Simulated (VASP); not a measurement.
Set up this calculation in VASP 6.6.1, as the native input.

| Quantity | Value |
| --- | --- |
| Task | single point |
| Functional | PBE |
| Potentials or basis | VASP PAW PBE potentials, release 64 (Be, C) |
| Cutoff | 600 eV |
| k mesh | 8 × 8 × 8 |
| Occupations | gaussian, width 0.01 eV |
| Spin | no spin polarisation |
| Dipole correction | no |
| Further INCAR settings | ALGO = Normal; EDIFF = 1e-06; NBANDS = 11 |

The structure of Be2C lies in POSCAR:

```
Be2C
1.0
    0.0000000000      2.1641921607      2.1641921607
    2.1641921607      0.0000000000      2.1641921607
    2.1641921607      2.1641921607      0.0000000000
Be C
2 1
Direct
    0.7500000000      0.7500000000      0.7500000000
    0.2500000000      0.2500000000      0.2500000000
    0.0000000000      0.0000000000      0.0000000000
```

These files were run (other wordings do the same):

INCAR

```
SYSTEM = Be2C
ALGO = Normal ; EDIFF = 1E-6
ENCUT = 600 ; GGA = PE
GGA_COMPAT = .FALSE. ; ISIF = 2
ISMEAR = 0 ; LASPH = .TRUE.
LCHARG = .FALSE. ; LREAL = .FALSE.
LWAVE = .FALSE. ; NBANDS = 11
NELM = 120 ; PREC = Accurate
SIGMA = 0.01
```

KPOINTS

```
k-points
0
G
  8 8 8
  0 0 0
```

Potentials or basis: VASP PAW PBE potentials, release 64 (Be, C).

Command:

```console
$ cat potpaw_PBE.64/Be/POTCAR potpaw_PBE.64/C/POTCAR > POTCAR
$ mpirun -np 1 vasp_std > vasp.out
```

It gave:

| Property | Result |
| --- | --- |
| Pressure | 0.3 GPa |
| Band gap on the k mesh | 1.16 eV, indirect (least direct gap 4.13 eV) |

It took 8.6 s on 1 thread of Intel Xeon 8259CL (shared host), peak memory 0.13 GiB.
